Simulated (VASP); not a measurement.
Write the native input for VASP 6.6.1 that does the following.

* Task: single point
* Functional: PBE
* Potentials or basis: VASP PAW PBE potentials, release 64 (W_sv, Cl)
* Cutoff: 520 eV
* k mesh: 12 × 12 × 4
* Occupations: gaussian, width 0.1 eV
* Spin: no spin polarisation
* Dipole correction: no
* Further INCAR settings: ALGO = Normal; EDIFF = 1e-07; NBANDS = 32

The structure of W2Cl3 lies in POSCAR:

```
W2Cl3
1.0
    3.8394515880      0.0000000000      0.0000000000
   -1.9197257940      3.3250626118      0.0000000000
    0.0000000000      0.0000000000      8.7601945734
W Cl
2 3
Direct
    0.3333333333      0.6666666667      0.1021975517
    0.6666666667      0.3333333333      0.8978024483
    0.0000000000      0.0000000000      0.0000000000
    0.3333333333      0.6666666667      0.7102708684
    0.6666666667      0.3333333333      0.2897291316
```

One way to write it, as run:

INCAR

```
PREC     = Accurate       # precision mode
ENCUT    = 520            # plane-wave cutoff, eV
EDIFF    = 1E-7           # SCF threshold, eV
ISMEAR   = 0              # smearing method
SIGMA    = 0.1            # smearing width, eV
LREAL    = False          # projectors in reciprocal space
LASPH    = True           # aspherical terms in the spheres
NELM     = 60             # most SCF steps
ALGO     = Normal         # electronic algorithm
ISIF     = 2              # what is computed and relaxed
LWAVE    = False          # write WAVECAR
LCHARG   = True           # write CHGCAR
GGA      = PE             # functional
LELF     = True           # ELF
LVHAR    = True         
NBANDS   = 32             # bands
```

KPOINTS

```
Automatic mesh
0
Gamma
  12 12 4
```

Potentials or basis: VASP PAW PBE potentials, release 64 (W_sv, Cl).

Run with:

```sh
$ cat potpaw_PBE.64/W_sv/POTCAR potpaw_PBE.64/Cl/POTCAR > POTCAR
$ mpirun -np 1 vasp_std > vasp.out
```

Results of the run:

- Pressure: 0.4 GPa
- Largest force: 0.057 eV/Å
- Band gap on the k mesh: zero (an odd number of electrons rules out a gap without spin polarisation)

Caveat: spin-orbit coupling is left out, which moves the levels of the heavy elements; this functional lacks dispersion, which binds layers or chains, so the pressure and a relaxed spacing across them are unreliable; an odd number of electrons without spin polarisation forces a metal; a magnetic or distorted state may lie lower.

It took 6.7 min on 1 thread of Intel Xeon 8259CL (shared host), peak memory 0.36 GiB.
